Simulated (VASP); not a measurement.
# AlN (P6_3mc) in VASP: phonons with r2SCAN

Aim: the phonons of AlN with r2SCAN.

Program: VASP 6.6.1. These are calculated values, not measurements. Logs are shortened: lines on timing, memory, paths and dates and some standing lists are left out, and cuts for length are marked.

**1. The cell of the first run**

The structure is hexagonal, space group P6_3mc (No. 186). The conventional cell has a = 3.094 Å, b = 3.094 Å, c = 4.989 Å, α = 90.00°, β = 90.00°, γ = 120.00°. Al (site symmetry 3m) has 4 N at 1.88 to 1.90 Å within 2.5 Å. N (site symmetry 3m) has 4 Al at 1.88 to 1.90 Å within 2.5 Å.

**2. Phonons, r2SCAN**

Contents of INCAR:

```
  PREC = Accurate
  ENCUT = 520
  EDIFF = 1E-8
  ISMEAR = 0
  SIGMA = 0.01
  LREAL = False
  LASPH = True
  NELM = 80
  ALGO = Normal
  ISIF = 2
  LWAVE = False
  LCHARG = True
  METAGGA = R2SCAN
  LMIXTAU = True
  IBRION = 6
  NFREE = 2
  POTIM = 0.015
  NSW = 1
```

Contents of KPOINTS:

```
Automatic mesh
0
Gamma
  8 8 5
```

Contents of POSCAR:

```
AlN
1.0
    3.0942954178      0.0000000000      0.0000000000
   -1.5471477089      2.6797384386      0.0000000000
    0.0000000000      0.0000000000      4.9892945589
Al N
2 2
Direct
    0.3333333333      0.6666666667      0.0007263912
    0.6666666667      0.3333333333      0.5007263912
    0.3333333333      0.6666666667      0.3812736088
    0.6666666667      0.3333333333      0.8812736088
```

Potentials or basis: VASP PAW PBE potentials, release 64 (Al, N).

Launch:

```
$ cat potpaw_PBE.64/Al/POTCAR potpaw_PBE.64/N/POTCAR > POTCAR
$ mpirun -np 1 vasp_std > vasp.out
```

OUTCAR:

```text
PREC = Accurate
   ENCUT = 520
   EDIFF = 1E-8
   ISMEAR = 0
   LREAL = False
   LASPH = True
   NELM = 80
   ISIF = 2
   METAGGA = R2SCAN
   IBRION = 6
   NFREE = 2
   POTIM = 0.015
   NSW = 1

 ion  position               nearest neighbor table
   1  0.333  0.667  0.001-   4 1.88   4 1.88   4 1.88   3 1.90   2 3.07   2 3.07   2 3.07   2 3.07
                             2 3.07   2 3.07
   2  0.667  0.333  0.501-   3 1.88   3 1.88   3 1.88   4 1.90   1 3.07   1 3.07   1 3.07   1 3.07
                             1 3.07   1 3.07
   3  0.333  0.667  0.381-   2 1.88   2 1.88   2 1.88   1 1.90
   4  0.667  0.333  0.881-   1 1.88   1 1.88   1 1.88   2 1.90

  LATTYP: Found a hexagonal cell.
 ALAT       =     3.0942954178
 C/A-ratio  =     1.6124170078

  Lattice vectors:

 A1 = (   3.0942954178,   0.0000000000,   0.0000000000)
 A2 = (  -1.5471477089,   2.6797384386,   0.0000000000)
 A3 = (   0.0000000000,   0.0000000000,   4.9892945589)

Analysis of symmetry for initial positions (statically):
=====================================================================
 Subroutine PRICEL returns:
 Original cell was already a primitive cell.

 Routine SETGRP: Setting up the symmetry group for a
 hexagonal supercell.

 Subroutine GETGRP returns: Found 12 space group operations
 (whereof  6 operations were pure point group operations)
 out of a pool of 24 trial point group operations.

The static configuration has the point symmetry C_3v.
 The point group associated with its full space group is C_6v.

Analysis of symmetry for dynamics (positions and initial velocities):
=====================================================================
 Subroutine PRICEL returns:
 Original cell was already a primitive cell.

 Routine SETGRP: Setting up the symmetry group for a
 hexagonal supercell.

 Subroutine GETGRP returns: Found 12 space group operations
 (whereof  6 operations were pure point group operations)
 out of a pool of 24 trial point group operations.

The dynamic configuration has the point symmetry C_3v.
 The point group associated with its full space group is C_6v.

 Subroutine INISYM returns: Found 12 space group operations
 (whereof  6 operations are pure point group operations),
 and found     1 'primitive' translations

----------------------------------------------------------------------------------------

                                     Primitive cell

  volume of cell :      41.3707

  direct lattice vectors                    reciprocal lattice vectors
     3.094295418  0.000000000  0.000000000     0.323175348  0.186585374  0.000000000
    -1.547147709  2.679738439  0.000000000     0.000000000  0.373170749  0.000000000
     0.000000000  0.000000000  4.989294559     0.000000000  0.000000000  0.200429136

  length of vectors
     3.094295418  3.094295418  4.989294559     0.373170749  0.373170749  0.200429136

  position of ions in fractional coordinates (direct lattice)
     0.333333333  0.666666667  0.000726391
     0.666666667  0.333333333  0.500726391
     0.333333333  0.666666667  0.381273609
     0.666666667  0.333333333  0.881273609

  ion indices of the primitive-cell ions
   primitive index   ion index
                 1           1
                 2           2
                 3           3
                 4           4

----------------------------------------------------------------------------------------

 KPOINTS: Automatic mesh

Automatic generation of k-mesh.
 Grid dimensions read from file:
 generate k-points for:    8    8    5

 Generating k-lattice:

  Cartesian coordinates                     Fractional coordinates (reciprocal lattice)
     0.040396919  0.023323172  0.000000000     0.125000000  0.000000000  0.000000000
     0.000000000  0.046646344  0.000000000     0.000000000  0.125000000  0.000000000
     0.000000000  0.000000000  0.040085827     0.000000000  0.000000000  0.200000000

  Length of vectors
     0.046646344  0.046646344  0.040085827

  Shift w.r.t. Gamma in fractional coordinates (k-lattice)
     0.000000000  0.000000000  0.000000000

 Subroutine IBZKPT returns following result:
 ===========================================

 Found     30 irreducible k-points:

 Following reciprocal coordinates:
            Coordinates               Weight
  0.000000  0.000000  0.000000      1.000000
  0.125000  0.000000  0.000000      6.000000
  0.250000  0.000000  0.000000      6.000000
  0.375000  0.000000  0.000000      6.000000
  0.500000  0.000000  0.000000      3.000000
  0.125000  0.125000  0.000000      6.000000
[... 16 lines left out ...]
  0.250000  0.000000  0.400000     12.000000
  0.375000  0.000000  0.400000     12.000000
 [... further k-points ...]
   k-points           NKPTS =     30   k-points in BZ     NKDIM =     30   number of bands    NBANDS=     12
   number of dos      NEDOS =    301   number of ions     NIONS =      4
   total plane-waves  NPLWV =  23040
   dimension x,y,z NGX =    24 NGY =   24 NGZ =   40
   dimension x,y,z NGXF=    48 NGYF=   48 NGZF=   80
   ions per type =               2   2
   NGX,Y,Z   is equivalent  to a cutoff of  12.89, 12.89, 13.33 a.u.
   NGXF,Y,Z  is equivalent  to a cutoff of  25.79, 25.79, 26.66 a.u.
 SYSTEM =  unknown system
   PREC   = accura    normal or accurate (medium, high low for compatibility)
   ISTART =      0    job   : 0-new  1-cont  2-samecut
   ICHARG =      2    charge: 1-file 2-atom 10-const
   ISPIN  =      1    spin polarized calculation?
   LNONCOLLINEAR =      F non collinear calculations
   LSORBIT =      F    spin-orbit coupling
   LASPH  =      T    aspherical Exc in radial PAW
   ENCUT  =  520.0 eV  38.22 Ry    6.18 a.u.   5.75  5.75  9.28*2*pi/ulx,y,z
   NELM   =     80;   NELMIN=  2; NELMDL= -5     # of ELM steps
   EDIFF  = 0.1E-07   stopping-criterion for ELM
   LREAL  =      F    real-space projection
   EDIFFG = 0.1E-06   stopping-criterion for IOM
   NSW    =     85    number of steps for IOM
   IBRION =      6    ionic relax: 0-MD 1-quasi-New 2-CG
   NFREE  =      2    steps in history (QN), initial steepest desc. (CG)
   ISIF   =      2    stress and relaxation
   ISYM   =      2    0-nonsym 1-usesym 2-fastsym
   POTIM  = 0.0150    time-step for ionic-motion
   TEBEG  =    0.0;   TEEND  =   0.0 temperature during run
   PSTRESS=    0.0 pullay stress
   NELECT =      16.0000    total number of electrons
   NUPDOWN=      -1.0000    fix difference up-down
   EMIN   =  10.00;   EMAX   =-10.00  energy-range for DOS
   EFERMI =   0.00;   METHOD = LEGACY
   ISMEAR =     0;   SIGMA  =   0.01  broadening in eV -4-tet -1-fermi 0-gaus
   EFERMI_NEDOS =   21; number of points for ismear=-14 and -15
   IALGO  =     38    algorithm
   IMIX   =      4    mixing-type and parameters
     AMIX     =   0.40;   BMIX     =  1.00
     AMIX_MAG =   1.60;   BMIX_MAG =  1.00
  volume/ion in A,a.u.               =      10.34        69.80
  Fermi-wavevector in a.u.,A,eV,Ry     =   1.192753  2.253976 19.356449  1.422659
  Thomas-Fermi vector in A             =   2.328783
   LORBIT       =      0    0 simple, 1 ext, 2 COOP (PROOUT), +10 PAW based schemes
   METAGGA = R2SCAN    functional components
   LHFCALC =     F    Hartree Fock is set to
   AEXX    =    0.0000 exact exchange contribution
   IVDW    =     0    specifies the selected vdW correction
   LEPSILON=     F    determine dielectric tensor
   LRPA    =     F    only Hartree local field effects (RPA)
 finite differences with symmetry
 non-spin polarized calculation
 Gauss-broadening in eV      SIGMA  =   0.01
  energy-cutoff  :      520.00
  volume of cell :       41.37
 maximum number of plane-waves:      1128
 NGX is ok and might be reduce to    24
   NGX = 11   NGY = 11   NGZ = 19

--------------------------------------- Ionic step        1  -------------------------------------------

 number of electron      15.9999995 magnetization

 Free energy of the ion-electron system (eV)
  ---------------------------------------------------
  ext. energy  EPLUGINS =         0.00000000
  ---------------------------------------------------
  free energy    TOTEN  =       -38.45452291 eV

  energy without entropy =      -38.45452291  energy(sigma->0) =      -38.45452291

------------------------ aborting loop because EDIFF is reached ----------------------------------------

  FORCE on cell =-STRESS in cart. coord.  units (eV):
  Direction    XX          YY          ZZ          XY          YZ          ZX
  --------------------------------------------------------------------------------------
  -------------------------------------------------------------------------------------
  Total        0.4145300      0.4145300     -0.1013850      0.0000000     -0.0000000     -0.0000000
  in kB       16.0536278     16.0536278     -3.9263683      0.0000000     -0.0000000     -0.0000000
  external PRESSURE =       9.3936291 kB  Pullay stress =       0.0000000 kB
[... 289 lines left out ...]
  energy  without entropy=      -38.4521533432  energy(sigma->0) =      -38.45215334

--------------------------------------- Ionic step        9  -------------------------------------------

 number of electron      15.9999996 magnetization

 Free energy of the ion-electron system (eV)
  ---------------------------------------------------
  ext. energy  EPLUGINS =         0.00000000
  ---------------------------------------------------
  free energy    TOTEN  =       -38.45217726 eV

  energy without entropy =      -38.45217726  energy(sigma->0) =      -38.45217726

 E-fermi :   6.0181     XC(G=0): -11.4431

 val. band max:        5.9092668081   @ k =   0.0000   0.0000   0.0000
 cond. band min:      10.9385203975   @ k =   0.0000   0.0000   0.0000
 fundamental gap:      5.0292535894
 Fermi energy:         6.0180924297

 k-point     1 :       0.0000    0.0000    0.0000
  band No.  band energies     occupation
      1     -10.0413      2.00000
      2      -7.9262      2.00000
      3      -0.1534      2.00000
      4       5.1306      2.00000
      5       5.1306      2.00000
      6       5.7752      2.00000
      7       5.7752      2.00000
      8       5.9093      2.00000
      9      10.9385      0.00000
     10      13.6193      0.00000
     11      17.5738      0.00000
     12      18.1269      0.00000
[... 331 lines left out ...]
 k-point    24 :       0.3750    0.0000    0.4000
  band No.  band energies     occupation
      1      -8.1499      2.00000
      2      -7.7836      2.00000
      3       0.6507      2.00000
      4       1.0588      2.00000
      5       3.8797      2.00000
      6       4.4204      2.00000
      7       4.7968      2.00000
      8       4.8319      2.00000
      9      12.0314      0.00000
     10      12.7294      0.00000
     11      16.0945      0.00000
     12      16.7942      0.00000

 [... further k-points ...]
[... 5 lines left out ...]
  --------------------------------------------------------------------------------------
  -------------------------------------------------------------------------------------
  Total        0.3303081      0.3303081      0.0898101      0.0000000      0.0000000      0.0000000
  in kB       12.7919404     12.7919404      3.4781015      0.0000000      0.0000000      0.0000000
  external PRESSURE =       9.6873274 kB  Pullay stress =       0.0000000 kB
[... 19 lines left out ...]
  FREE ENERGIE OF THE ION-ELECTRON SYSTEM (eV)
  ---------------------------------------------------
  free  energy   TOTEN  =       -38.4521772632 eV

  energy  without entropy=      -38.4521772632  energy(sigma->0) =      -38.45217726

 INTERNAL STRAIN TENSORS FROM DISPLACED ATOMS
 ============================================

 INTERNAL STRAIN TENSOR FOR ION    1 for displacements in x,y,z  (eV/Angst):
          X           Y           Z          XY          YZ          ZX
  --------------------------------------------------------------------------------
  x    -0.00000     0.00000    -0.00000    -9.22546    -0.00000    -5.58020
  y    -9.22546     9.22546     0.00000     0.00000    -5.58020     0.00000
  z    -5.74024    -5.74024    11.95530     0.00000     0.00000     0.00000

 INTERNAL STRAIN TENSOR FOR ION    4 for displacements in x,y,z  (eV/Angst):
          X           Y           Z          XY          YZ          ZX
  --------------------------------------------------------------------------------
  x     0.00000     0.00000    -0.00000    10.96643     0.00000     5.58135
  y    10.96643   -10.96643     0.00000     0.00000     5.58135     0.00000
  z     5.72321     5.72321   -12.13155     0.00000     0.00000     0.00000

 Eigenvectors and eigenvalues of the dynamical matrix
 ----------------------------------------------------

   1 f  =   22.318551 THz   140.231594 2PiTHz  744.466740 cm-1    92.302070 meV
             X         Y         Z           dx          dy          dz
     -0.000000  1.786492  0.003624     0.000000   -0.000000   -0.017735
      1.547148  0.893246  2.498271     0.000000   -0.000000    0.017735
     -0.000000  1.786492  1.902286    -0.000000    0.000000   -0.706884
      1.547148  0.893246  4.396934    -0.000000    0.000000    0.706884

   2 f  =   20.610013 THz   129.496529 2PiTHz  687.476024 cm-1    85.236125 meV
             X         Y         Z           dx          dy          dz
     -0.000000  1.786492  0.003624     0.413390   -0.000003   -0.000000
      1.547148  0.893246  2.498271     0.413390   -0.000003    0.000000
     -0.000000  1.786492  1.902286    -0.573680    0.000005    0.000000
      1.547148  0.893246  4.396934    -0.573680    0.000005   -0.000000
[... 64 lines left out ...]
  12 f/i=    0.058866 THz     0.369866 2PiTHz    1.963559 cm-1     0.243450 meV
             X         Y         Z           dx          dy          dz
     -0.000000  1.786492  0.003624     0.000000    0.000000    0.575030
      1.547148  0.893246  2.498271     0.000000    0.000000    0.575030
     -0.000000  1.786492  1.902286     0.000000    0.000000    0.411511
      1.547148  0.893246  4.396934     0.000000    0.000000    0.411511

 ELASTIC MODULI CONTR FROM IONIC RELAXATION (kBar)
 Direction    XX          YY          ZZ          XY          YZ          ZX
 --------------------------------------------------------------------------------
 XX        -735.0309    355.3317    398.9211     -0.0000      0.0000      0.0000
 YY         355.3317   -735.0309    398.9211      0.0000     -0.0000     -0.0000
 ZZ         398.9211    398.9211   -838.2319      0.0000     -0.0000      0.0000
 XY          -0.0000      0.0000      0.0000   -545.1813      0.0000      0.0000
 YZ           0.0000     -0.0000     -0.0000      0.0000   -150.5613      0.0000
 ZX           0.0000     -0.0000      0.0000      0.0000      0.0000   -150.5612
 --------------------------------------------------------------------------------
```

Wall time 18 min (1 thread of Intel Xeon Platinum 8175M at 2.50GHz (Skylake/Cascade Lake), shared host); peak memory 0.26 GiB.

What came out:

- Highest phonon frequency at Γ, LO-TO splitting left out: 744 cm⁻¹

Phonon frequencies in cm⁻¹ (negative: imaginary):
```
              q point                                 frequencies
(0.000, 0.000, 0.000)  -2 0 0 248 248 560 629 675 675 687 687 744
```

Caveat: the PAW data sets were made with another functional, which shifts forces and pressure a little.
